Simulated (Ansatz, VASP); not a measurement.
## One calculation of Ca2TlN2, two programs

File INCAR:

```
SYSTEM = Ca2TlN2
PREC = Accurate ; ENCUT = 520
EDIFF = 1E-7 ; ISMEAR = -1
SIGMA = 0.1 ; LREAL = .FALSE.
LASPH = .TRUE. ; NELM = 60
ALGO = Normal ; ISIF = 2
LWAVE = .FALSE. ; LCHARG = .TRUE.
GGA = PE ; LELF = .TRUE.
LVHAR = .TRUE. ; NBANDS = 30
```

The input KPOINTS:

```
regular mesh
0
G
  9 9 9
  0 0 0
```

POSCAR

```
Ca2TlN2
1.0
    0.0000000000      4.0327090000      0.0000000000
    4.0327090000      0.0000000000      0.0000000000
    2.0163550000      2.0163550000     -6.3399590000
Ca Tl N
2 1 2
Direct
    0.3443000000      0.3443000000      0.3114000000
    0.6557000000      0.6557000000      0.6886000000
    0.0000000000      0.0000000000      0.0000000000
    0.1411000000      0.1411000000      0.7178000000
    0.8589000000      0.8589000000      0.2822000000
```

Input for Ansatz:

```yaml
crystal:
  lattice:
    - [0.0, 4.032709, 0.0]
    - [4.032709, 0.0, 0.0]
    - [2.016355, 2.016355, -6.339959]
  atoms:
    - { symbol: Ca, position: [0.3443, 0.3443, 0.3114] }
    - { symbol: Ca, position: [0.6557, 0.6557, 0.6886] }
    - { symbol: Tl, position: [0.0, 0.0, 0.0] }
    - { symbol: "N", position: [0.1411, 0.1411, 0.7178] }
    - { symbol: "N", position: [0.8589, 0.8589, 0.2822] }
  symmetry: { tolerance: 0.0003 }
kpoints:
  mp_grid: { grid: [9, 9, 9], shift: [0, 0, 0] }
  band_path:
    path:
      - [0.0, 0.0, 0.0]
      - [0.5, 0.5, 0.5]
      - [0.5, 0.5, 0.25]
      - [0.0, 0.5, 0.0]
      - [0.0, 0.0, 0.0]
      - [0.0, 0.0, -0.5]
      - [0.0, 0.44942558, -0.27528721]
      - [0.0, 0.55057442, 0.27528721]
      - [0.0, 0.0, 0.0]
      - [0.5, 0.5, 0.5]
      - [0.44942558, 0.55057442, 0.5]
    npoints: 6
magnetization:
  spin_polarized: false
scf:
  occupations: { method: fermi_dirac }
  lower_state_search: "off"
  max_iter: 200
hamiltonian:
  pseudopotentials: { kind: paw }
  xc: pbe
basis:
  ecutwfc: 420
  fft_grid_basis: typed
output:
  forces: true
  stress: true
  eigenvalues: true
  bader: true
  populations: true
  elf: true
  write_potential: true
  volumetric_format: npy
  dos:
    e_range: [-12, 8]
    de: 0.05
    projected: { site_lists: { Ca: [Ca], "N": ["N"], Tl: [Tl] } }
checkpoint:
  read: saved_state
```

Alike in both runs: task single point; functional PBE; k mesh 9 × 9 × 9; no spin polarisation.

```csv
,VASP,Ansatz
version,VASP 6.6.1,Ansatz 0.2.0
potentials or method,"VASP PAW PBE potentials, release 64 (Ca_sv, Tl_d, N), cutoff 520 eV",PAW plane waves
occupations,"fermi-dirac, width 0.1 eV",fermi-dirac
valence electrons in the cell,43,43
```

|  | VASP | Ansatz | Ansatz less VASP |
| --- | --- | --- | --- |
| pressure (GPa) | 7.3 | 7.6 | +0.27 |
| traceless stress, the component that is largest in VASP (GPa) | 33.55 | 34.18 | +0.624 |
| rms of the force components (eV/Å) | 3.389 | 3.454 | +0.0651 |

Atom by atom the forces differ by 0.066 eV/Å (rms over components).

Neither program's run includes spin-orbit coupling.
